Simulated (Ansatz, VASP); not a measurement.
NaF in VASP and in Ansatz

File INCAR:

```
SYSTEM = NaF
ALGO     = Normal         ! electronic algorithm
EDIFF    = 1E-6           ! SCF threshold, eV
ENCUT    = 520            ! plane-wave cutoff, eV
GGA      = PE             ! functional
ISIF     = 2              ! what is computed and relaxed
ISMEAR   = 0              ! smearing method
LASPH    = .True.         ! aspherical terms in the spheres
LCHARG   = .True.         ! write CHGCAR
LELF     = .True.         ! ELF
LREAL    = .False.        ! projectors in reciprocal space
LVHAR    = .True.       
LWAVE    = .False.        ! write WAVECAR
NBANDS   = 14             ! bands
NELM     = 80             ! most SCF steps
PREC     = Accurate       ! precision mode
SIGMA    = 0.05           ! smearing width, eV
```

KPOINTS

```
k-points
0
Gamma
  12 12 12
  0 0 0
```

File POSCAR:

```
NaF
1.0
    0.0000000000      2.3371568046      2.3371568046
    2.3371568046      0.0000000000      2.3371568046
    2.3371568046      2.3371568046      0.0000000000
Na F
1 1
Direct
    0.0000000000      0.0000000000      0.0000000000
    0.5000000000      0.5000000000      0.5000000000
```

Input for Ansatz:

```yaml
crystal:
  lattice:
    - [0.0, 2.3371568046, 2.3371568046]
    - [2.3371568046, 0.0, 2.3371568046]
    - [2.3371568046, 2.3371568046, 0.0]
  atoms:
    - { symbol: Na, position: [0.0, 0.0, 0.0] }
    - { symbol: F, position: [0.5, 0.5, 0.5] }
basis:
  ecutwfc: 420
  ecutrho_ratio: 4
kpoints:
  mp_grid: { grid: [12, 12, 12] }
hamiltonian:
  xc: pbe
scf:
  occupations: { method: gaussian, width: 0.05 }
output:
  forces: true
  stress: true
  eigenvalues: true
```

Alike in both runs: task single point; functional PBE; k mesh 12 × 12 × 12; occupations gaussian, width 0.05 eV; no spin polarisation.

|  | VASP | Ansatz |
| --- | --- | --- |
| version | VASP 6.6.1 | Ansatz 0.2.0 |
| potentials or method | VASP PAW PBE potentials, release 64 (Na_pv, F), cutoff 520 eV | scalar-relativistic, plane waves, PAW |
| valence electrons in the cell | 14 | 16 |

```csv
,VASP,Ansatz,Ansatz less VASP
gap on the k mesh at the Fermi level (eV),6.16,6.18,+0.016
least direct gap on the mesh (eV),6.16,6.18,+0.016
pressure (GPa),0.7,0.8,+0.15
```

The functional is the same, so the differences come from potentials, cutoffs and numerics. VASP's potentials hold 14 valence electrons a cell and Ansatz's 16, so a difference there can come from the potentials and not from the codes.
